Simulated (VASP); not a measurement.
Wanted: the native input for a VASP 6.6.1 run.

```yaml
Task: single point
Functional: PBEsol
Potentials_or_basis: VASP PAW PBE potentials, release 64 (Ti_sv)
Cutoff: 520 eV
k_mesh: 16 × 16 × 16
Occupations: methfessel-paxton, width 0.05 eV
Spin: no spin polarisation
Dipole_correction: no
Further_INCAR_settings: ALGO = Normal; EDIFF = 1e-07; NBANDS = 12
```

The structure of Ti lies in POSCAR:

```
Ti
1.0
    2.5800324841      0.0000000000      0.0000000000
    0.0000000000      2.5800324841      0.0000000000
    0.0000000000      0.0000000000      2.5800324841
Ti
1
Direct
    0.0000000000      0.0000000000      0.0000000000
```

These files were run (other wordings do the same):

INCAR

```
  ALGO = Normal
  EDIFF = 1E-7
  ENCUT = 520
  GGA = PS
  ISIF = 2
  ISMEAR = 1
  LASPH = T
  LCHARG = F
  LREAL = F
  LWAVE = F
  NBANDS = 12
  NELM = 100
  PREC = Accurate
  SIGMA = 0.05
```

KPOINTS

```
k-points
0
Gamma
  16 16 16
```

Potentials or basis: VASP PAW PBE potentials, release 64 (Ti_sv).

Launch:

```bash
$ cat potpaw_PBE.64/Ti_sv/POTCAR > POTCAR
$ mpirun -np 1 vasp_std > vasp.out
```

Results of the run:

```
Pressure               : 1.5 GPa
Band gap on the k mesh : zero (band 6 reaches 8.89 eV, above the bottom of band 7 at 6.69 eV)
```

Caveat: the PAW data sets were made with another functional, which shifts forces and pressure a little.

It took 52 s on 1 thread of AMD EPYC 7R13, on a shared host, peak memory 0.12 GiB.
